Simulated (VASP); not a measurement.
Input of a VASP 6.6.1 run:

The input INCAR:

```
SYSTEM = WS2
PREC = Accurate
ENCUT = 520
EDIFF = 1E-6
ISMEAR = -1
SIGMA = 0.05
LREAL = .False.
LASPH = .True.
NELM = 100
ALGO = Normal
ISIF = 2
LWAVE = .False.
LCHARG = .False.
GGA = PE
NBANDS = 20
```

KPOINTS

```
Automatic mesh
0
Gamma
  8 8 3
  0 0 0
```

POSCAR

```
WS2
1.0
    3.3601795624      0.0000000000      0.0000000000
    0.0000000000      3.3601795624      0.0000000000
    0.0000000000      0.0000000000     10.6118971989
W S
1 2
Direct
    0.5000000000      0.5000000000      0.5000000000
    0.5000000000      0.5000000000      0.9155235500
    0.5000000000      0.5000000000      0.0844764500
```

Potentials or basis: VASP PAW PBE potentials, release 64 (W_sv, S).

The run is started by

```sh
$ cat potpaw_PBE.64/W_sv/POTCAR potpaw_PBE.64/S/POTCAR > POTCAR
$ mpirun -np 1 vasp_std > vasp.out
```

**Question.** Estimate the band gap on the k mesh.

**Answer.** Zero (band 13 reaches 1.66 eV, above the bottom of band 14 at 0.33 eV).

**Question.** What does it give for the pressure?

**Answer.** -5.6 GPa.

**Question.** Estimate the largest force.

**Answer.** 3.866 eV/Å.

Stress tensor (GPa, compression positive):
```
-12.90   0.00   0.00
  0.00 -12.90   0.00
  0.00   0.00   8.92
```

Caveat: spin-orbit coupling is left out, which moves the levels of the heavy elements; forces of over 1 eV/Å act on the atoms, so gaps and moduli don't describe the material at rest.
